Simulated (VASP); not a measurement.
A run of VASP 6.6.1 is set up as follows.

The input INCAR:

```
SYSTEM = AgCl
ALGO = Normal ; EDIFF = 1E-6
ENCUT = 500 ; GGA = PE
GGA_COMPAT = .FALSE. ; ISIF = 2
ISMEAR = 0 ; ISYM = 0
LASPH = .TRUE. ; LCHARG = .FALSE.
LDAU = .TRUE. ; LDAUJ = 0 0
LDAUL = 2 -1 ; LDAUPRINT = 1
LDAUTYPE = 2 ; LDAUU = 6.8 0
LMAXMIX = 4 ; LREAL = .FALSE.
LWAVE = .FALSE. ; NBANDS = 16
NELM = 200 ; PREC = Accurate
SIGMA = 0.1
```

The input KPOINTS:

```
k-points
0
G
  4 1 1
  0 0 0
```

File POSCAR:

```
AgCl
1.0
    0.0000000000      2.7726629968      2.7726629968
    2.7726629968      0.0000000000      2.7726629968
    2.7726629968      2.7726629968      0.0000000000
Ag Cl
1 1
Direct
    0.0000000000      0.0000000000      0.0000000000
    0.5000000000      0.5000000000      0.5000000000
```

Potentials or basis: VASP PAW PBE potentials, release 64 (Ag, Cl).

The run is started by

```console
$ cat potpaw_PBE.64/Ag/POTCAR potpaw_PBE.64/Cl/POTCAR > POTCAR
$ mpirun -np 1 vasp_std > vasp.out
```

**Question.** Predict the band gap on the k mesh.

**Answer.** 1.84 eV, indirect (least direct gap 2.85 eV).

**Question.** Estimate the pressure.

**Answer.** 7.3 GPa.

Eigenvalues of the final occupation matrices:
```csv
site,spin,trace,eigenvalues
site 1 d,1,4.83,0.96 0.96 0.96 0.98 0.98
site 1 d,2,4.83,0.96 0.96 0.96 0.98 0.98
```

Caveat: the k points lie up to 1.96 Å⁻¹ apart. A k mesh can miss the band edges.
